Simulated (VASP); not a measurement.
A run of VASP 6.6.1:

The input INCAR:

```
PREC = Accurate
ENCUT = 520
EDIFF = 1E-8
ISMEAR = -1
SIGMA = 0.15
LREAL = F
LASPH = T
NELM = 100
ALGO = Normal
ISIF = 2
LWAVE = F
LCHARG = F
GGA = PS
LEFG = T
NBANDS = 15
```

Contents of KPOINTS:

```
regular mesh
0
Gamma
  15 15 12
```

File POSCAR:

```
TaSb
1.0
    3.5428234342      0.0000000000      0.0000000000
   -1.7714117171      3.0681750952      0.0000000000
    0.0000000000      0.0000000000      3.7743054601
Ta Sb
1 1
Direct
    0.6666666667      0.3333333333      0.5000000000
    0.3333333333      0.6666666667      0.0000000000
```

Potentials or basis: VASP PAW PBE potentials, release 64 (Ta_pv, Sb).

Launch:

```sh
$ cat potpaw_PBE.64/Ta_pv/POTCAR potpaw_PBE.64/Sb/POTCAR > POTCAR
$ mpirun -np 1 vasp_std > vasp.out
```

Hardware: 1 thread of Oxide Virtual Turin-like Processor (shared host).

Question: How long does it take, and how much memory?

Answer: Run time: 79 s on 1 thread of Oxide Virtual Turin-like Processor (shared host), peak memory 0.22 GiB. Counts: scf iterations 16, k points 189.
